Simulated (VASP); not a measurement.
# Cd (I-42d) in VASP: a series of runs

Cd is run at these levels: PBEsol; tasks: single point.

All numbers are computed with VASP 6.6.1; they aren't measurements. Logs are shortened: lines on timing, memory, paths and dates and some standing lists are left out, and cuts for length are marked.

## 1. The cell of the first run

The structure is tetragonal, space group I-42d (No. 122). Conventional cell: a = 6.870 Å, b = 6.870 Å, c = 7.120 Å, α = 90.00°, β = 90.00°, γ = 90.00°. Cd (site symmetry 2) has 12 Cd at 3.61 to 4.44 Å within 4.7 Å.

## 2. Single point, PBEsol (Hg replaced by Cd, lengths x 1.055, strained)

INCAR

```
  ALGO = Normal
  EDIFF = 1E-6
  ENCUT = 520
  GGA = PS
  ISIF = 2
  ISMEAR = 0
  LASPH = T
  LCHARG = F
  LREAL = F
  LWAVE = F
  NBANDS = 32
  NELM = 80
  PREC = Accurate
  SIGMA = 0.1
```

KPOINTS

```
k-points
0
Gamma
  4 4 4
```

POSCAR

```
Cd
1.0
   -3.4347503900      3.4347503900      3.5598668312
    3.4347503900     -3.4347503900      3.5598668312
    3.4347503900      3.4347503900     -3.5598668312
Cd
4
Direct
    0.8750000000      0.3292670000      0.9542670000
    0.3750000000      0.9207330000      0.0457330000
    0.6707330000      0.6250000000      0.5457330000
    0.0792670000      0.1250000000      0.4542670000
```

Potentials or basis: VASP PAW PBE potentials, release 64 (Cd).

Started as:

```sh
$ cat potpaw_PBE.64/Cd/POTCAR > POTCAR
$ mpirun -np 1 vasp_std > vasp.out
```

OUTCAR:

```text
EDIFF = 1E-6
   ENCUT = 520
   GGA = PS
   ISIF = 2
   ISMEAR = 0
   LASPH = T
   LREAL = F
   NELM = 80
   PREC = Accurate

 ion  position               nearest neighbor table
   1  0.875  0.329  0.954-   3 3.61   4 3.61   4 3.61   3 3.61   2 3.61   2 3.61
   2  0.375  0.921  0.046-   4 3.61   3 3.61   4 3.61   3 3.61   1 3.61   1 3.61
   3  0.671  0.625  0.546-   2 3.61   1 3.61   1 3.61   2 3.61   4 3.61   4 3.61
   4  0.079  0.125  0.454-   1 3.61   2 3.61   1 3.61   2 3.61   3 3.61   3 3.61

  LATTYP: Found a body centered tetragonal cell.
 ALAT       =     6.8695007800
 C/A-ratio  =     1.0364266474

  Lattice vectors:

 A1 = (  -3.4347503900,   3.4347503900,   3.5598668312)
 A2 = (   3.4347503900,  -3.4347503900,   3.5598668312)
 A3 = (   3.4347503900,   3.4347503900,  -3.5598668312)

Analysis of symmetry for initial positions (statically):
=====================================================================
 Subroutine PRICEL returns:
 Original cell was already a primitive cell.

 Routine SETGRP: Setting up the symmetry group for a
 body centered tetragonal supercell.

 Subroutine GETGRP returns: Found  8 space group operations
 (whereof  4 operations were pure point group operations)
 out of a pool of 16 trial point group operations.

The static configuration has the point symmetry S_4 .
 The point group associated with its full space group is D_2d.

Analysis of symmetry for dynamics (positions and initial velocities):
=====================================================================
 Subroutine PRICEL returns:
 Original cell was already a primitive cell.

 Routine SETGRP: Setting up the symmetry group for a
 body centered tetragonal supercell.

 Subroutine GETGRP returns: Found  8 space group operations
 (whereof  4 operations were pure point group operations)
 out of a pool of 16 trial point group operations.

The dynamic configuration has the point symmetry S_4 .
 The point group associated with its full space group is D_2d.

 Subroutine INISYM returns: Found  8 space group operations
 (whereof  4 operations are pure point group operations),
 and found     1 'primitive' translations

----------------------------------------------------------------------------------------

                                     Primitive cell

  volume of cell :     167.9903

  direct lattice vectors                    reciprocal lattice vectors
    -3.434750390  3.434750390  3.559866831     0.000000000  0.145570986  0.140454692
     3.434750390 -3.434750390  3.559866831     0.145570986  0.000000000  0.140454692
     3.434750390  3.434750390 -3.559866831     0.145570986  0.145570986  0.000000000

  length of vectors
     6.022264718  6.022264718  6.022264718     0.202283050  0.202283050  0.205868462

  position of ions in fractional coordinates (direct lattice)
     0.875000000  0.329267000  0.954267000
     0.375000000  0.920733000  0.045733000
     0.670733000  0.625000000  0.545733000
     0.079267000  0.125000000  0.454267000

  ion indices of the primitive-cell ions
   primitive index   ion index
                 1           1
                 2           2
                 3           3
                 4           4

----------------------------------------------------------------------------------------

 KPOINTS: k-points

Automatic generation of k-mesh.
 Grid dimensions read from file:
 generate k-points for:    4    4    4

 Generating k-lattice:

  Cartesian coordinates                     Fractional coordinates (reciprocal lattice)
     0.000000000  0.036392746  0.035113673     0.250000000  0.000000000  0.000000000
     0.036392746  0.000000000  0.035113673     0.000000000  0.250000000  0.000000000
     0.036392746  0.036392746  0.000000000     0.000000000  0.000000000  0.250000000

  Length of vectors
     0.050570763  0.050570763  0.051467116

  Shift w.r.t. Gamma in fractional coordinates (k-lattice)
     0.000000000  0.000000000  0.000000000

 Subroutine IBZKPT returns following result:
 ===========================================

 Found     13 irreducible k-points:

 Following reciprocal coordinates:
            Coordinates               Weight
  0.000000  0.000000  0.000000      1.000000
  0.250000  0.000000 -0.000000      8.000000
  0.500000  0.000000 -0.000000      4.000000
  0.250000  0.250000 -0.000000      8.000000
  0.500000  0.250000 -0.000000     16.000000
 -0.250000  0.250000  0.000000      4.000000
  0.500000  0.500000 -0.000000      2.000000
  0.250000  0.250000  0.250000      2.000000
 -0.250000  0.250000  0.250000      4.000000
  0.500000  0.500000  0.250000      4.000000
 -0.250000  0.500000  0.250000      8.000000
 -0.250000 -0.250000  0.250000      2.000000
  0.500000  0.500000  0.500000      1.000000
   k-points           NKPTS =     13   k-points in BZ     NKDIM =     13   number of bands    NBANDS=     32
   number of dos      NEDOS =    301   number of ions     NIONS =      4
   total plane-waves  NPLWV = 110592
   dimension x,y,z NGX =    48 NGY =   48 NGZ =   48
   dimension x,y,z NGXF=    96 NGYF=   96 NGZF=   96
   ions per type =               4
   NGX,Y,Z   is equivalent  to a cutoff of  13.25, 13.25, 13.25 a.u.
   NGXF,Y,Z  is equivalent  to a cutoff of  26.50, 26.50, 26.50 a.u.
 SYSTEM =  unknown system
   PREC   = accura    normal or accurate (medium, high low for compatibility)
   ISTART =      0    job   : 0-new  1-cont  2-samecut
   ICHARG =      2    charge: 1-file 2-atom 10-const
   ISPIN  =      1    spin polarized calculation?
   LNONCOLLINEAR =      F non collinear calculations
   LSORBIT =      F    spin-orbit coupling
   LASPH  =      T    aspherical Exc in radial PAW
   ENCUT  =  520.0 eV  38.22 Ry    6.18 a.u.  11.20 11.20 11.20*2*pi/ulx,y,z
   NELM   =     80;   NELMIN=  2; NELMDL= -5     # of ELM steps
   EDIFF  = 0.1E-05   stopping-criterion for ELM
   LREAL  =      F    real-space projection
   EDIFFG = 0.1E-04   stopping-criterion for IOM
   NSW    =      0    number of steps for IOM
   IBRION =     -1    ionic relax: 0-MD 1-quasi-New 2-CG
   NFREE  =      0    steps in history (QN), initial steepest desc. (CG)
   ISIF   =      2    stress and relaxation
   ISYM   =      2    0-nonsym 1-usesym 2-fastsym
   POTIM  = 0.5000    time-step for ionic-motion
   TEBEG  =    0.0;   TEEND  =   0.0 temperature during run
   PSTRESS=    0.0 pullay stress
   NELECT =      48.0000    total number of electrons
   NUPDOWN=      -1.0000    fix difference up-down
   EMIN   =  10.00;   EMAX   =-10.00  energy-range for DOS
   EFERMI =   0.00;   METHOD = LEGACY
   ISMEAR =     0;   SIGMA  =   0.10  broadening in eV -4-tet -1-fermi 0-gaus
   EFERMI_NEDOS =   21; number of points for ismear=-14 and -15
   IALGO  =     38    algorithm
   IMIX   =      4    mixing-type and parameters
     AMIX     =   0.40;   BMIX     =  1.00
     AMIX_MAG =   1.60;   BMIX_MAG =  1.00
  volume/ion in A,a.u.               =      42.00       283.41
  Fermi-wavevector in a.u.,A,eV,Ry     =   1.078269  2.037633 15.819011  1.162665
  Thomas-Fermi vector in A             =   2.214203
   LORBIT       =      0    0 simple, 1 ext, 2 COOP (PROOUT), +10 PAW based schemes
   GGA     = PS    functional components
   LHFCALC =     F    Hartree Fock is set to
   AEXX    =    0.0000 exact exchange contribution
   IVDW    =     0    specifies the selected vdW correction
   LEPSILON=     F    determine dielectric tensor
   LRPA    =     F    only Hartree local field effects (RPA)
 non-spin polarized calculation
 Gauss-broadening in eV      SIGMA  =   0.10
  energy-cutoff  :      520.00
  volume of cell :      167.99
 maximum number of plane-waves:      4558
 NGX is ok and might be reduce to    48
   NGX = 23   NGY = 23   NGZ = 23

 number of electron      47.9999993 magnetization

 Free energy of the ion-electron system (eV)
  ---------------------------------------------------
  ext. energy  EPLUGINS =         0.00000000
  ---------------------------------------------------
  free energy    TOTEN  =        -2.13953644 eV

  energy without entropy =       -2.13722956  energy(sigma->0) =       -2.13838300

 E-fermi :  -0.7835     XC(G=0):  -7.9935

 val. band max:       -0.7951217440   @ k =  -0.2500  -0.2500   0.2500
 cond. band min:      -0.5290985590   @ k =   0.0000   0.0000   0.0000
 fundamental gap:      0.2660231850
 Fermi energy:        -0.7835400469

 k-point     1 :       0.0000    0.0000    0.0000
  band No.  band energies     occupation
      1      -8.9056      2.00000
      2      -8.8446      2.00000
      3      -8.8236      2.00000
      4      -8.7956      2.00000
      5      -8.7443      2.00000
      6      -8.7269      2.00000
[... 24 lines left out ...]
     31       2.0589      0.00000
     32       2.2253      0.00000

 k-point     2 :       0.2500    0.0000   -0.0000
  band No.  band energies     occupation
      1      -8.8733      2.00000
      2      -8.8324      2.00000
      3      -8.8208      2.00000
      4      -8.7916      2.00000
      5      -8.7866      2.00000
      6      -8.7535      2.00000
[... 24 lines left out ...]
     31       3.8665      0.00000
     32       4.5958      0.00000

 k-point     3 :       0.5000    0.0000   -0.0000
  band No.  band energies     occupation
      1      -8.8278      2.00000
      2      -8.8241      2.00000
      3      -8.8066      2.00000
      4      -8.8029      2.00000
      5      -8.7798      2.00000
      6      -8.7585      2.00000
[... 24 lines left out ...]
     31       4.8514      0.00000
     32       4.9097      0.00000

 k-point     4 :       0.2500    0.2500   -0.0000
  band No.  band energies     occupation
      1      -8.8448      2.00000
      2      -8.8204      2.00000
      3      -8.8145      2.00000
      4      -8.7802      2.00000
      5      -8.7774      2.00000
      6      -8.7507      2.00000
[... 269 lines left out ...]
     31       5.3030      0.00000
     32       5.8007      0.00000

 k-point    12 :      -0.2500   -0.2500    0.2500
  band No.  band energies     occupation
      1      -8.8517      2.00000
      2      -8.7916      2.00000
      3      -8.7820      2.00000
      4      -8.7820      2.00000
      5      -8.7773      2.00000
      6      -8.7579      2.00000
[... 24 lines left out ...]
     31       4.3052      0.00000
     32       4.5275      0.00000

 k-point    13 :       0.5000    0.5000    0.5000
  band No.  band energies     occupation
      1      -8.8396      2.00000
      2      -8.8396      2.00000
      3      -8.7851      2.00000
      4      -8.7851      2.00000
      5      -8.7751      2.00000
      6      -8.7751      2.00000
[... 24 lines left out ...]
     31       4.3762      0.00000
     32       4.3762      0.00000

------------------------ aborting loop because EDIFF is reached ----------------------------------------

  FORCE on cell =-STRESS in cart. coord.  units (eV):
  Direction    XX          YY          ZZ          XY          YZ          ZX
  --------------------------------------------------------------------------------------
  -------------------------------------------------------------------------------------
  Total       -3.4624526     -3.4624526     -4.3407454      0.0000000      0.0000000      0.0000000
  in kB      -33.0225273    -33.0225273    -41.3990895      0.0000000      0.0000000      0.0000000
  external PRESSURE =     -35.8147147 kB  Pullay stress =       0.0000000 kB

 VOLUME and BASIS-vectors are now :
 -----------------------------------------------------------------------------
  energy-cutoff  :      520.00
  volume of cell :      167.99
      direct lattice vectors                 reciprocal lattice vectors
    -3.434750390  3.434750390  3.559866831     0.000000000  0.145570986  0.140454692
     3.434750390 -3.434750390  3.559866831     0.145570986  0.000000000  0.140454692
     3.434750390  3.434750390 -3.559866831     0.145570986  0.145570986  0.000000000

 POSITION                                       TOTAL-FORCE (eV/Angst)
 -----------------------------------------------------------------------------------
      1.40321      5.15213      0.88997        -0.094093     -0.000000      0.000000
      2.03154     -1.71738      4.44983         0.094093     -0.000000     -0.000000
      1.71738      2.03154      2.66990        -0.000000      0.094093     -0.000000
      1.71738      1.40321     -0.88997        -0.000000     -0.094093      0.000000
 -----------------------------------------------------------------------------------
    total drift:                                0.000000      0.000000     -0.000000

  FREE ENERGIE OF THE ION-ELECTRON SYSTEM (eV)
  ---------------------------------------------------
  free  energy   TOTEN  =        -2.1395364426 eV

  energy  without entropy=       -2.1372295649  energy(sigma->0) =       -2.13838300
```

Run time: 25 s. Hardware: 1 thread of Intel Xeon 6975P-C (Granite Rapids), shared host; peak memory 0.32 GiB.

What came out:

```
Free energy            : -2.1395 eV
Pressure               : -3.6 GPa
Largest force          : 0.094 eV/Å
Band gap on the k mesh : zero (bands 24 and 25 overlap by 0.51 eV)
```

Forces on the atoms (eV/Å):
```
Cd  -0.094  0.000  0.000
Cd   0.094  0.000  0.000
Cd   0.000  0.094  0.000
Cd   0.000 -0.094  0.000
```

Levels at points of the mesh, in eV from the Fermi level:
```csv
k point,band 20,band 21,band 22,band 23,band 24,band 25,band 26,band 27,band 28,band 29
"(0.00, 0.00, 0.00)",-7.72,-5.08,-0.11,-0.11,0.25,1.44,1.44,2.18,2.18,2.47
"(0.50, 0.00, 0.00)",-7.73,-3.72,-3.21,-1.14,-0.64,0.91,1.37,3.13,3.22,3.62
"(0.50, 0.50, 0.00)",-7.71,-3.47,-3.47,-0.54,-0.54,0.30,0.30,3.64,3.64,4.01
"(0.50, 0.50, 0.50)",-7.71,-2.36,-2.36,-2.10,-2.10,-0.25,-0.25,3.59,3.59,5.07
```

Caveat: the cell differs from its parent crystal (Hg replaced by Cd, lengths x 1.055, strained); the cell stands under tension; the PAW data sets were made with another functional, which shifts forces and pressure a little.

## 3. Single point, PBEsol (Hg replaced by Cd, lengths x 1.055, strained)

INCAR

```
ALGO = Fast
EDIFF = 1E-7
ENCUT = 520
GGA = PS
ISIF = 2
ISMEAR = 0
LASPH = T
LCHARG = F
LREAL = F
LWAVE = F
NBANDS = 32
NELM = 100
PREC = Accurate
SIGMA = 0.1
```

KPOINTS

```
k-points
0
Gamma
  10 10 10
```

POSCAR is that of step 2.

Potentials or basis: VASP PAW PBE potentials, release 64 (Cd).

Started as:

```sh
$ cat potpaw_PBE.64/Cd/POTCAR > POTCAR
$ mpirun -np 1 vasp_std > vasp.out
```

Run time: 3.7 min. Hardware: 1 thread of Intel Xeon 6975P-C (Granite Rapids), shared host; peak memory 0.58 GiB.

Results (log left out):

```
Free energy            : -2.1198 eV
Pressure               : -3.5 GPa
Largest force          : 0.110 eV/Å
Band gap on the k mesh : zero (bands 24 and 25 overlap by 0.57 eV)
```

Forces in eV/Å, atoms in the order of the input:
```
Cd  -0.110  0.000  0.000
Cd   0.110  0.000  0.000
Cd   0.000  0.110  0.000
Cd   0.000 -0.110  0.000
```

Stress tensor (GPa, compression positive):
```
-3.43  0.00  0.00
 0.00 -3.43  0.00
 0.00  0.00 -3.76
```

Levels at points of the mesh, in eV from the Fermi level:
```
           k point  band 22  band 23  band 24  band 25  band 26  band 27
(0.00, 0.00, 0.00)    -0.16    -0.16     0.20     1.38     1.38     2.13
(0.50, 0.00, 0.00)    -3.27    -1.19    -0.69     0.86     1.31     3.07
(0.50, 0.50, 0.00)    -3.53    -0.60    -0.60     0.25     0.25     3.58
(0.50, 0.50, 0.50)    -2.41    -2.16    -2.16    -0.31    -0.31     3.53
```

Caveat: the cell differs from its parent crystal (Hg replaced by Cd, lengths x 1.055, strained); the cell stands under tension; the PAW data sets were made with another functional, which shifts forces and pressure a little.
